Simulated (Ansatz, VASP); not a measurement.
**Two plane-wave programs on InP**

The input INCAR:

```
SYSTEM = InP
PREC = Accurate
ENCUT = 520
EDIFF = 1E-7
ISMEAR = 0
SIGMA = 0.15
LREAL = .FALSE.
LASPH = .TRUE.
NELM = 80
ALGO = Normal
ISIF = 2
LWAVE = .FALSE.
LCHARG = .TRUE.
GGA = PE
LELF = .TRUE.
LVHAR = .TRUE.
NBANDS = 16
```

File KPOINTS:

```
regular mesh
0
G
  20 20 20
  0 0 0
```

The input POSCAR:

```
InP
1.0
    0.0000000000      2.6838270537      2.7938639629
    2.6838270537      0.0000000000      2.7938639629
    2.6838270537      2.6838270537      0.0000000000
In P
1 1
Direct
    0.0000000000      0.0000000000      0.0000000000
    0.5000000000      0.5000000000      0.5000000000
```

Input for Ansatz:

```yaml
crystal:
  lattice:
    - [0.0, 2.6838270537, 2.7938639629]
    - [2.6838270537, 0.0, 2.7938639629]
    - [2.6838270537, 2.6838270537, 0.0]
  atoms:
    - { symbol: In, position: [0.0, 0.0, 0.0] }
    - { symbol: P, position: [0.5, 0.5, 0.5] }
basis:
  ecutwfc: 420
kpoints:
  mp_grid: { grid: [20, 20, 20] }
hamiltonian:
  xc: pbe
scf:
  occupations: { method: gaussian, width: 0.15 }
output:
  forces: true
  stress: true
  eigenvalues: true
  write_density: true
  write_potential: true
  elf: true
  volumetric_format: npy
```

Alike in both runs: task single point; functional PBE; k mesh 20 × 20 × 20; occupations gaussian, width 0.15 eV; no spin polarisation.

|  | VASP | Ansatz |
| --- | --- | --- |
| version | VASP 6.6.1 | Ansatz 0.2.0 |
| potentials or method | VASP PAW PBE potentials, release 64 (In_d, P), cutoff 520 eV | scalar-relativistic, plane waves, PAW |
| valence electrons in the cell | 18 | 18 |

|  | VASP | Ansatz | Ansatz less VASP |
| --- | --- | --- | --- |
| gap on the k mesh at the Fermi level (eV) | none | none | - |
| pressure (GPa) | 4.8 | 4.9 | +0.04 |
| traceless stress, the component that is largest in VASP (GPa) | -3.45 | -3.46 | -0.016 |

A gap of «none» marks a metal or a gap that the smearing closes.
